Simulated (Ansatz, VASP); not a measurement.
## Two plane-wave programs on TiH

Contents of POSCAR:

```
TiH
1.0
    0.0000000000      2.1895236351      2.1895236351
    2.1895236351      0.0000000000      2.1895236351
    2.1895236351      2.1895236351      0.0000000000
Ti H
1 1
Direct
    0.0000000000      0.0000000000      0.0000000000
    0.7500000000      0.7500000000      0.7500000000
```

File INCAR.step1:

```
SYSTEM = TiH
PREC = Accurate
ENCUT = 520
ISMEAR = 0
SIGMA = 0.1
LREAL = .FALSE.
LASPH = .TRUE.
NELM = 80
NBANDS = 14
GGA = PE
ALGO = Normal
EDIFF = 1E-4
LWAVE = .TRUE.
LCHARG = .FALSE.
```

INCAR.step2

```
SYSTEM = TiH
PREC = Accurate
ENCUT = 520
EDIFF = 1E-6
ISMEAR = 0
SIGMA = 0.1
LREAL = .FALSE.
LASPH = .TRUE.
NELM = 80
ALGO = Normal
ISIF = 2
LWAVE = .FALSE.
LCHARG = .FALSE.
METAGGA = R2SCAN
LMIXTAU = .TRUE.
NBANDS = 14
ISTART = 1
```

The input KPOINTS:

```
Automatic mesh
0
G
  8 8 8
  0 0 0
```

Input for Ansatz:

```yaml
crystal:
  lattice:
    - [0.0, 2.1895236351, 2.1895236351]
    - [2.1895236351, 0.0, 2.1895236351]
    - [2.1895236351, 2.1895236351, 0.0]
  atoms:
    - { symbol: Ti, position: [0.0, 0.0, 0.0] }
    - { symbol: H, position: [0.75, 0.75, 0.75] }
basis:
  ecutwfc: 500
kpoints:
  mp_grid: { grid: [8, 8, 8] }
hamiltonian:
  xc: r2scan
scf:
  occupations: { method: gaussian, width: 0.1 }
  lower_state_search: "off"
output:
  forces: true
  stress: true
  eigenvalues: true
```

Alike in both runs: task single point; functional r2SCAN; k mesh 8 × 8 × 8; occupations gaussian, width 0.1 eV; no spin polarisation.

|  | VASP | Ansatz |
| --- | --- | --- |
| version | VASP 6.6.1 | Ansatz 0.2.0 |
| potentials or method | VASP PAW PBE potentials, release 64 (Ti_sv, H), cutoff 520 eV | scalar-relativistic, plane waves, PAW |
| valence electrons in the cell | 13 | 13 |

|  | VASP | Ansatz | Ansatz less VASP |
| --- | --- | --- | --- |
| gap on the k mesh at the Fermi level (eV) | none | none | - |
| pressure (GPa) | -4.7 | -5.0 | -0.35 |

VASP's potentials were made for PBE, not for r2SCAN. A gap of «none» marks a metal or a gap that the smearing closes.
